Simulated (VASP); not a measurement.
The system is Al2Cu.

```
CELL_PARAMETERS angstrom
4.52849 0.00000 0.00000
-2.26425 3.92179 0.00000
0.00000 0.00000 2.57277
ATOMIC_POSITIONS crystal
Cu 0.00000 0.00000 0.00000
Al 0.33333 0.66667 0.50000
Al 0.66667 0.33333 0.50000
```

```yaml
Program: VASP 6.6.1
Task: relaxation of cell and atoms
Functional: PBEsol
Potentials_or_basis: VASP PAW PBE potentials, release 64 (Cu, Al)
Cutoff: 600 eV
k_mesh: 12 × 12 × 16
Occupations: gaussian, width 0.1 eV
Spin: no spin polarisation
```

At the start: pressure 0.1 GPa; volume 15.23 Å³/atom.

Q: Where does the relaxation end?

A: Over 5 steps the energy falls by 5.1 meV/atom and the volume is 15.17 Å³/atom (-0.4 %); space group P6/mmm (No. 191, to 0.1 Å) before and after.

Step by step:
```tsv
step	energy change (eV)	largest force (eV/Å)	pressure (GPa)	volume (Å³)
1	0.0000	0.0000	0.08	45.69
2	-0.0115	0.0000	-0.28	45.73
3	-0.0150	0.0000	-0.37	45.76
4	-0.0152	0.0000	-0.34	45.77
5	-0.0154	0.0000	0.07	45.51
```

Final structure:
```
Cu Al
1.0
     4.46245    0.00000    0.00000
    -2.23123    3.86460    0.00000
     0.00000    0.00000    2.63888
Cu Al
1 2
Direct
  0.00000 0.00000 0.00000
  0.33333 0.66667 0.50000
  0.66667 0.33333 0.50000
```

Caveat: the PAW data sets were made with another functional, which shifts forces and pressure a little.
